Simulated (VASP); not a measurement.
# Si (P6_3/mmc) in VASP: further runs

The runs below take Si through single point, with LDA.

Everything below comes from runs of VASP 6.6.1. Logs are shortened: lines on timing, memory, paths and dates and some standing lists are left out, and cuts for length are marked.

## (1) The cell of the first run

It takes space group P6_3/mmc (No. 194, hexagonal). The conventional cell has a = 3.618 Å, b = 3.618 Å, c = 6.943 Å, α = 90.00°, β = 90.00°, γ = 120.00°. Si (site symmetry 3m) has 4 Si at 2.32 to 2.46 Å within 3.1 Å.

This isn't the form of Si at room conditions, which is diamond.

## (2) Single point, LDA

INCAR reads:

```
SYSTEM = Si
PREC = Accurate
ENCUT = 520
EDIFF = 1E-7
ISMEAR = 0
SIGMA = 0.03
LREAL = .FALSE.
LASPH = .TRUE.
NELM = 100
ALGO = Normal
ISIF = 2
LWAVE = .FALSE.
LCHARG = .TRUE.
GGA = CA
LELF = .TRUE.
LVHAR = .TRUE.
NBANDS = 16
```

KPOINTS reads:

```
Automatic mesh
0
G
  12 12 6
  0 0 0
```

POSCAR reads:

```
Si
1.0
    3.6181519190      0.0000000000      0.0000000000
   -1.8090759595      3.1334114766      0.0000000000
    0.0000000000      0.0000000000      6.9428717174
Si
4
Direct
    0.3333333333      0.6666666667      0.0725769780
    0.6666666667      0.3333333333      0.5725769780
    0.3333333333      0.6666666667      0.4274230220
    0.6666666667      0.3333333333      0.9274230220
```

Potentials or basis: VASP PAW LDA potentials, release 64 (Si).

On the command line:

```sh
> cat potpaw_LDA.64/Si/POTCAR > POTCAR
> mpirun -np 1 vasp_std > vasp.out
```

OUTCAR:

```text
SYSTEM = Si
   PREC = Accurate
   ENCUT = 520
   EDIFF = 1E-7
   ISMEAR = 0
   LREAL = .FALSE.
   LASPH = .TRUE.
   NELM = 100
   ISIF = 2
   GGA = CA

 ion  position               nearest neighbor table
   1  0.333  0.667  0.073-   4 2.32   4 2.32   4 2.32   3 2.46
   2  0.667  0.333  0.573-   3 2.32   3 2.32   3 2.32   4 2.46
   3  0.333  0.667  0.427-   2 2.32   2 2.32   2 2.32   1 2.46
   4  0.667  0.333  0.927-   1 2.32   1 2.32   1 2.32   2 2.46

  LATTYP: Found a hexagonal cell.
 ALAT       =     3.6181519190
 C/A-ratio  =     1.9189000000

  Lattice vectors:

 A1 = (   3.6181519190,   0.0000000000,   0.0000000000)
 A2 = (  -1.8090759595,   3.1334114766,   0.0000000000)
 A3 = (   0.0000000000,   0.0000000000,   6.9428717174)

Analysis of symmetry for initial positions (statically):
=====================================================================
 Subroutine PRICEL returns:
 Original cell was already a primitive cell.

 Routine SETGRP: Setting up the symmetry group for a
 hexagonal supercell.

 Subroutine GETGRP returns: Found 24 space group operations
 (whereof 12 operations were pure point group operations)
 out of a pool of 24 trial point group operations.

The static configuration has the point symmetry D_3d.
 The point group associated with its full space group is D_6h.

Analysis of symmetry for dynamics (positions and initial velocities):
=====================================================================
 Subroutine PRICEL returns:
 Original cell was already a primitive cell.

 Routine SETGRP: Setting up the symmetry group for a
 hexagonal supercell.

 Subroutine GETGRP returns: Found 24 space group operations
 (whereof 12 operations were pure point group operations)
 out of a pool of 24 trial point group operations.

The dynamic configuration has the point symmetry D_3d.
 The point group associated with its full space group is D_6h.

 Subroutine INISYM returns: Found 24 space group operations
 (whereof 12 operations are pure point group operations),
 and found     1 'primitive' translations

----------------------------------------------------------------------------------------

                                     Primitive cell

  volume of cell :      78.7124

  direct lattice vectors                    reciprocal lattice vectors
     3.618151919  0.000000000  0.000000000     0.276384193  0.159570489  0.000000000
[... 93 lines left out ...]
   NSW    =      0    number of steps for IOM
   IBRION =     -1    ionic relax: 0-MD 1-quasi-New 2-CG
   NFREE  =      0    steps in history (QN), initial steepest desc. (CG)
   ISIF   =      2    stress and relaxation
   ISYM   =      2    0-nonsym 1-usesym 2-fastsym
   POTIM  = 0.5000    time-step for ionic-motion
   TEBEG  =    0.0;   TEEND  =   0.0 temperature during run
   PSTRESS=    0.0 pullay stress
   NELECT =      16.0000    total number of electrons
   NUPDOWN=      -1.0000    fix difference up-down
   EMIN   =  10.00;   EMAX   =-10.00  energy-range for DOS
   EFERMI =   0.00;   METHOD = LEGACY
   ISMEAR =     0;   SIGMA  =   0.03  broadening in eV -4-tet -1-fermi 0-gaus
   EFERMI_NEDOS =   21; number of points for ismear=-14 and -15
   IALGO  =     38    algorithm
   IMIX   =      4    mixing-type and parameters
     AMIX     =   0.40;   BMIX     =  1.00
     AMIX_MAG =   1.60;   BMIX_MAG =  1.00
  volume/ion in A,a.u.               =      19.68       132.79
  Fermi-wavevector in a.u.,A,eV,Ry     =   0.962573  1.818999 12.606436  0.926547
  Thomas-Fermi vector in A             =   2.092044
   LORBIT       =      0    0 simple, 1 ext, 2 COOP (PROOUT), +10 PAW based schemes
   GGA     = CA    functional components
   LHFCALC =     F    Hartree Fock is set to
   AEXX    =    0.0000 exact exchange contribution
   IVDW    =     0    specifies the selected vdW correction
   LEPSILON=     F    determine dielectric tensor
   LRPA    =     F    only Hartree local field effects (RPA)
 non-spin polarized calculation
 Gauss-broadening in eV      SIGMA  =   0.03
  energy-cutoff  :      520.00
  volume of cell :       78.71
 maximum number of plane-waves:      2147
 NGX is ok and might be reduce to    28

 number of electron      15.9999999 magnetization

 Free energy of the ion-electron system (eV)
  ---------------------------------------------------
  ext. energy  EPLUGINS =         0.00000000
  ---------------------------------------------------
  free energy    TOTEN  =       -23.17879759 eV

  energy without entropy =      -23.17833826  energy(sigma->0) =      -23.17856792

 E-fermi :   6.3829     XC(G=0):  -9.6946

 val. band max:        6.2976084254   @ k =   0.0000   0.0000   0.0000
 cond. band min:       6.3898695949   @ k =   0.4167   0.0833   0.3333
 fundamental gap:      0.0922611695
 Fermi energy:         6.3828574555

 k-point     1 :       0.0000    0.0000    0.0000
  band No.  band energies     occupation
      1      -6.1201      2.00000
      2      -4.4337      2.00000
      3      -1.4513      2.00000
      4       4.7396      2.00000
      5       5.7320      2.00000
      6       5.7320      2.00000
[... 433 lines left out ...]
      3      -0.6578      2.00000
      4       1.4293      2.00000
      5       1.5576      2.00000
      6       3.9482      2.00000
[... 8 lines left out ...]
     15      13.0921      0.00000
     16      13.7841      0.00000

 [... further k-points ...]

------------------------ aborting loop because EDIFF is reached ----------------------------------------

  FORCE on cell =-STRESS in cart. coord.  units (eV):
  Direction    XX          YY          ZZ          XY          YZ          ZX
  --------------------------------------------------------------------------------------
  -------------------------------------------------------------------------------------
  Total        3.5119959      3.5119959     -7.8313597      0.0000000      0.0000000      0.0000000
  in kB       71.4860359     71.4860359   -159.4058976      0.0000000      0.0000000      0.0000000
  external PRESSURE =      -5.4779420 kB  Pullay stress =       0.0000000 kB

 VOLUME and BASIS-vectors are now :
 -----------------------------------------------------------------------------
  energy-cutoff  :      520.00
  volume of cell :       78.71
      direct lattice vectors                 reciprocal lattice vectors
     3.618151919  0.000000000  0.000000000     0.276384193  0.159570489  0.000000000
    -1.809075960  3.133411477  0.000000000     0.000000000  0.319140977  0.000000000
     0.000000000  0.000000000  6.942871717     0.000000000  0.000000000  0.144032619

 POSITION                                       TOTAL-FORCE (eV/Angst)
 -----------------------------------------------------------------------------------
     -0.00000      2.08894      0.50389         0.000000     -0.000000     -0.271463
      1.80908      1.04447      3.97533         0.000000      0.000000     -0.271463
     -0.00000      2.08894      2.96754         0.000000     -0.000000      0.271463
      1.80908      1.04447      6.43898        -0.000000      0.000000      0.271463
 -----------------------------------------------------------------------------------
    total drift:                               -0.000000      0.000000     -0.000000

  FREE ENERGIE OF THE ION-ELECTRON SYSTEM (eV)
  ---------------------------------------------------
  free  energy   TOTEN  =       -23.1787975863 eV

  energy  without entropy=      -23.1783382555  energy(sigma->0) =      -23.17856792
```

stdout:

```text
POSCAR found type information on POSCAR Si
 POSCAR found :  1 types and       4 ions
 scaLAPACK will be used
 LDA part: xc-table for (Slater(with rela. corr.)+CA(PZ))
 , standard interpolation
 POSCAR, INCAR and KPOINTS ok, starting setup
 FFT: planning ... GRIDC
 FFT: planning ... GRID_SOFT
 FFT: planning ... GRID
 WAVECAR not read
 entering main loop
```

Run time: 91 s. Hardware: 1 thread of Intel Xeon Platinum 8259CL at 2.50GHz (Skylake/Cascade Lake), shared host; peak memory 0.2 GiB.

Results:

```
Free energy            : -23.1788 eV
Pressure               : -0.5 GPa
Largest force          : 0.271 eV/Å
Band gap on the k mesh : zero (bands 8 and 9 overlap by 0.58 eV)
```

Forces in eV/Å, atoms in the order of the input:
```
Si   0.000  0.000 -0.271
Si   0.000  0.000 -0.271
Si   0.000  0.000  0.271
Si   0.000  0.000  0.271
```

Stress tensor (GPa, compression positive):
```
  7.15   0.00   0.00
  0.00   7.15   0.00
  0.00   0.00 -15.94
```

Caveat: semilocal functionals underestimate gaps, so a narrow gap can read as zero.

## (3) Single point, LDA

This run uses another cell than the first one, of the same volume but with other edges.

INCAR reads:

```
SYSTEM = Si
  PREC = Accurate
  ENCUT = 520
  EDIFF = 1E-6
  ISMEAR = 0
  SIGMA = 0.03
  LREAL = .False.
  LASPH = .True.
  NELM = 100
  ALGO = Normal
  ISIF = 2
  LWAVE = .False.
  LCHARG = .False.
  GGA = CA
  NBANDS = 16
```

KPOINTS reads:

```
regular mesh
0
Gamma
  12 12 6
  0 0 0
```

POSCAR reads:

```
Si
1.0
    3.9087888130      0.0000000000      0.0000000000
   -1.9543944065      3.3851104101      0.0000000000
    0.0000000000      0.0000000000      5.9487856945
Si
4
Direct
    0.3333333333      0.6666666667      0.0725769780
    0.6666666667      0.3333333333      0.5725769780
    0.3333333333      0.6666666667      0.4274230220
    0.6666666667      0.3333333333      0.9274230220
```

Potentials or basis: VASP PAW LDA potentials, release 64 (Si).

On the command line:

```sh
> cat potpaw_LDA.64/Si/POTCAR > POTCAR
> mpirun -np 1 vasp_std > vasp.out
```

OUTCAR:

```text
SYSTEM = Si
   PREC = Accurate
   ENCUT = 520
   EDIFF = 1E-6
   ISMEAR = 0
   LREAL = .False.
   LASPH = .True.
   NELM = 100
   ISIF = 2
   GGA = CA

 ion  position               nearest neighbor table
   1  0.333  0.667  0.073-   3 2.11   4 2.42   4 2.42   4 2.42
   2  0.667  0.333  0.573-   4 2.11   3 2.42   3 2.42   3 2.42
   3  0.333  0.667  0.427-   1 2.11   2 2.42   2 2.42   2 2.42
   4  0.667  0.333  0.927-   2 2.11   1 2.42   1 2.42   1 2.42

  LATTYP: Found a hexagonal cell.
 ALAT       =     3.9087888130
 C/A-ratio  =     1.5219000000
[... 656 lines left out ...]
  Direction    XX          YY          ZZ          XY          YZ          ZX
  --------------------------------------------------------------------------------------
  -------------------------------------------------------------------------------------
  Total       -3.9545617     -3.9545617     13.2399745      0.0000000      0.0000000     -0.0000000
  in kB      -80.4943810    -80.4943810    269.4972644      0.0000000      0.0000000     -0.0000000
  external PRESSURE =      36.1695008 kB  Pullay stress =       0.0000000 kB

 VOLUME and BASIS-vectors are now :
 -----------------------------------------------------------------------------
  energy-cutoff  :      520.00
  volume of cell :       78.71
      direct lattice vectors                 reciprocal lattice vectors
     3.908788813  0.000000000  0.000000000     0.255833724  0.147705670  0.000000000
    -1.954394407  3.385110410  0.000000000     0.000000000  0.295411339  0.000000000
     0.000000000  0.000000000  5.948785694     0.000000000  0.000000000  0.168101534

 POSITION                                       TOTAL-FORCE (eV/Angst)
 -----------------------------------------------------------------------------------
     -0.00000      2.25674      0.43174        -0.000000     -0.000000     -3.582267
      1.95439      1.12837      3.40614        -0.000000      0.000000     -3.582267
     -0.00000      2.25674      2.54265        -0.000000     -0.000000      3.582267
      1.95439      1.12837      5.51704         0.000000     -0.000000      3.582267
 -----------------------------------------------------------------------------------
    total drift:                               -0.000000      0.000000     -0.000000

  FREE ENERGIE OF THE ION-ELECTRON SYSTEM (eV)
  ---------------------------------------------------
  free  energy   TOTEN  =       -22.9905106776 eV

  energy  without entropy=      -22.9903636677  energy(sigma->0) =      -22.99043717
```

Run time: 93 s. Hardware: 1 thread of Intel Xeon Platinum 8259CL at 2.50GHz (Skylake/Cascade Lake), shared host; peak memory 0.2 GiB.

What came out:

* Free energy: -22.9905 eV
* Pressure: 3.6 GPa
* Largest force: 3.582 eV/Å
* Band gap on the k mesh: zero (bands 8 and 9 overlap by 0.31 eV)

Forces on the atoms (eV/Å):
```
Si   0.000  0.000 -3.582
Si   0.000  0.000 -3.582
Si   0.000  0.000  3.582
Si   0.000  0.000  3.582
```

Stress tensor (GPa, compression positive):
```
-8.05  0.00  0.00
 0.00 -8.05  0.00
 0.00  0.00 26.95
```

Caveat: the cell stands under pressure; semilocal functionals underestimate gaps, so a narrow gap can read as zero; forces of over 1 eV/Å act on the atoms, so gaps and moduli don't describe the material at rest.

## (4) Single point, LDA

This run uses another cell than the first one, of the same volume but with other edges.

INCAR reads:

```
SYSTEM = Si
PREC = Accurate
ENCUT = 520
EDIFF = 1E-6
ISMEAR = 0
SIGMA = 0.03
LREAL = .False.
LASPH = .True.
NELM = 60
ALGO = Normal
ISIF = 2
LWAVE = .False.
LCHARG = .False.
NBANDS = 16
```

KPOINTS is that of step 3.

POSCAR reads:

```
Si
1.0
    4.0291929185      0.0000000000      0.0000000000
   -2.0145964593      3.4893834241      0.0000000000
    0.0000000000      0.0000000000      5.5985635602
Si
4
Direct
    0.3333333333      0.6666666667      0.0534951140
    0.6666666667      0.3333333333      0.5534951140
    0.3333333333      0.6666666667      0.4465048860
    0.6666666667      0.3333333333      0.9465048860
```

On the command line:

```sh
> cat potpaw_LDA.64/Si/POTCAR > POTCAR
> mpirun -np 1 vasp_std > vasp.out
```

It took 79 s on 1 thread of Intel Xeon Platinum 8259CL at 2.50GHz (Skylake/Cascade Lake), shared host; peak memory 0.19 GiB.

It converged, with:

```
Free energy            : -22.9055 eV
Pressure               : 1.7 GPa
Largest force          : 1.079 eV/Å
Band gap on the k mesh : zero (bands 8 and 9 overlap by 0.64 eV)
```

Forces on the atoms (eV/Å):
```
Si   0.000  0.000 -1.079
Si   0.000  0.000 -1.079
Si   0.000  0.000  1.079
Si   0.000  0.000  1.079
```

Stress tensor (GPa, compression positive):
```
-9.87  0.00  0.00
 0.00 -9.87  0.00
 0.00  0.00 24.93
```

Levels at points of the mesh, in eV from the Fermi level:
| k point | band 5 | band 6 | band 7 | band 8 | band 9 | band 10 | band 11 | band 12 |
| --- | --- | --- | --- | --- | --- | --- | --- | --- |
| (0.00, 0.00, 0.00) | -2.17 | -0.77 | 0.34 | 0.34 | 0.38 | 1.46 | 1.46 | 3.10 |
| (0.50, 0.00, 0.00) | -4.50 | -3.46 | -2.80 | -0.84 | -0.30 | 2.89 | 3.06 | 3.94 |
| (0.00, 0.00, 0.50) | -1.28 | -1.28 | -1.28 | -1.28 | 0.72 | 0.72 | 2.75 | 2.75 |
| (0.50, 0.00, 0.50) | -2.53 | -2.53 | -1.31 | -1.31 | 1.00 | 1.00 | 2.88 | 2.88 |

Caveat: semilocal functionals underestimate gaps, so a narrow gap can read as zero; forces of over 1 eV/Å act on the atoms, so gaps and moduli don't describe the material at rest.

## (5) Overview

```tsv
cell	gap on the mesh (eV)	pressure (GPa)	largest force (eV/Å)
a = 3.618, b = 3.618, c = 6.943 Å, angles 90.0, 90.0, 120.0°, 4 atoms, atomic positions A	none	-0.5	0.27
a = 3.909, b = 3.909, c = 5.949 Å, angles 90.0, 90.0, 120.0°, 4 atoms, atomic positions A	none	3.6	3.58
a = 4.029, b = 4.029, c = 5.599 Å, angles 90.0, 90.0, 120.0°, 4 atoms, atomic positions B	none	1.7	1.08
```

Alike in all rows: task single point; level LDA; potentials or basis VASP PAW LDA potentials, release 64 (Si); no spin polarisation; k mesh 12 × 12 × 6; cutoff (eV) 520; smearing gaussian 0.03 eV.

Caveats: semilocal functionals underestimate gaps, so a narrow gap can read as zero; forces of over 1 eV/Å act on the atoms, so gaps and moduli don't describe the material at rest (at least some runs); the cell stands under pressure (at least some runs).

Absolute energies hang on the potentials; compare differences alone.
